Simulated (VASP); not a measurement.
Wanted: the native input for a VASP 6.6.1 run.

```yaml
Task: single point
Functional: PBEsol
Potentials_or_basis: VASP PAW PBE potentials, release 64 (Al)
Cutoff: 520 eV
k_mesh: 24 × 24 × 14
Occupations: gaussian, width 0.15 eV
Spin: no spin polarisation
Dipole_correction: no
Further_INCAR_settings: ALGO = Fast; EDIFF = 1e-06; NBANDS = 10
```

The structure of Al lies in POSCAR:

```
Al
1.0
    2.8500701807      0.0000000000      0.0000000000
   -1.4250350903      2.4682331791      0.0000000000
    0.0000000000      0.0000000000      4.5213833727
Al
2
Direct
    0.6666666667      0.3333333333      0.7500000000
    0.3333333333      0.6666666667      0.2500000000
```

This isn't the form of Al at room conditions, which is fcc.

This cell differs from its parent crystal: strain +0.000 along x and y, -0.025 along z.

These files were run (other wordings do the same):

INCAR

```
SYSTEM = Al
  PREC = Accurate
  ENCUT = 520
  EDIFF = 1E-6
  ISMEAR = 0
  SIGMA = 0.15
  LREAL = .FALSE.
  LASPH = .TRUE.
  NELM = 100
  ALGO = Fast
  ISIF = 2
  LWAVE = .FALSE.
  LCHARG = .FALSE.
  GGA = PS
  NBANDS = 10
```

KPOINTS

```
Automatic mesh
0
G
  24 24 14
  0 0 0
```

Potentials or basis: VASP PAW PBE potentials, release 64 (Al).

The run is started by

```sh
$ cat potpaw_PBE.64/Al/POTCAR > POTCAR
$ mpirun -np 1 vasp_std > vasp.out
```

Results of the run:

| Property | Result |
| --- | --- |
| Pressure | 2.3 GPa |
| Band gap on the k mesh | zero (bands 3 and 4 overlap by 8.01 eV) |

Caveat: the cell differs from its parent crystal (strain +0.000 along x and y, -0.025 along z); the PAW data sets were made with another functional, which shifts forces and pressure a little.

Run time: 3.2 min on 1 thread of Intel Xeon 8259CL, on a shared host, peak memory 0.24 GiB.
